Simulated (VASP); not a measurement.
A run of VASP 6.6.1:

File INCAR:

```
SYSTEM = Al9H
  PREC = Accurate
  ENCUT = 520
  EDIFF = 1E-7
  ISMEAR = 0
  SIGMA = 0.1
  LREAL = .False.
  LASPH = .True.
  NELM = 80
  ALGO = Normal
  ISIF = 2
  LWAVE = .False.
  LCHARG = .True.
  LDIPOL = .True.
  IDIPOL = 3
  DIPOL = 0.5 0.5 0.321
  GGA = PE
  LELF = .True.
  LVHAR = .True.
  LVACPOTAV = .True.
  NBANDS = 25
```

KPOINTS

```
Automatic mesh
0
Gamma
  9 3 1
  0 0 0
```

Contents of POSCAR:

```
Al9H
1.0
    2.8543223330      0.0000000000      0.0000000000
   -1.4271611665      9.7033329366      0.0000000000
    0.0000000000      0.0000000000     21.7902708969
Al H
9 1
Direct
    0.5324485604      0.0648971207      0.1835681630
    0.6709687938      0.3419375876      0.2292758741
    0.2986728405      0.5973456810      0.2384174163
    0.9263768872      0.8527537744      0.2475589585
    0.0639738222      0.1277383808      0.2937147080
    0.1995905480      0.4042696935      0.3452583266
    0.8288544886      0.6597110299      0.3524478004
    0.4526361687      0.9111292155      0.3607640453
    0.5925232094      0.1814597089      0.4034034702
    0.7175232094      0.3064597089      0.5534704435
```

Potentials or basis: VASP PAW PBE potentials, release 64 (Al, H).

Command:

```bash
$ cat potpaw_PBE.64/Al/POTCAR potpaw_PBE.64/H/POTCAR > POTCAR
$ mpirun -np 1 vasp_std > vasp.out
```

Hardware: 1 thread of AMD EPYC 9R45 96-Core Processor (Zen 5), with other jobs on the host.

Estimate the wall time of this run.

Wall time 4.2 min on 1 thread of AMD EPYC 9R45 96-Core Processor (Zen 5) (shared host), peak memory 0.66 GiB. Counts: scf iterations 27, k points 14.
